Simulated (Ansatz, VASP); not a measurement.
## One calculation of TaS2, two programs

```
CELL_PARAMETERS angstrom
3.35000 0.00000 0.00000
-1.67500 2.90119 0.00000
0.00000 0.00000 5.97720
ATOMIC_POSITIONS crystal
Ta 0.00000 0.00000 0.00000
S 0.33333 0.66667 0.25000
S 0.66667 0.33333 0.75000
```

Change from the starting cell: zz strain of +2 %.

Alike in both runs: task single point; functional LDA; k mesh 9 × 9 × 5; occupations fermi-dirac, width 0.03 eV; no spin polarisation.

|  | VASP | Ansatz |
| --- | --- | --- |
| version | VASP 6.6.1 | Ansatz 0.2.0 |
| potentials or method | VASP PAW LDA potentials, release 64 (Ta_pv, S), cutoff 500 eV | all-electron LAPW, scalar-relativistic |

VASP gave:

| Quantity | Value |
| --- | --- |
| pressure (GPa) | -1.1 |
| traceless stress, the component that is largest in VASP (GPa) | 2.20 |
| rms of the force components (eV/Å) | 0.174 |

**Question.** Estimate Ansatz's values.

**Answer.** Pressure (GPa): -1.3; traceless stress, the component that is largest in VASP (GPa): 2.16; rms of the force components (eV/Å): 0.151.

LDA's correlation is that of Perdew and Zunger in VASP and of Perdew and Wang (1992) in Ansatz. Atom by atom the forces differ by 0.023 eV/Å (rms over components). Ansatz ran all-electron here, and VASP with PAW potentials.

Neither program's run includes spin-orbit coupling.
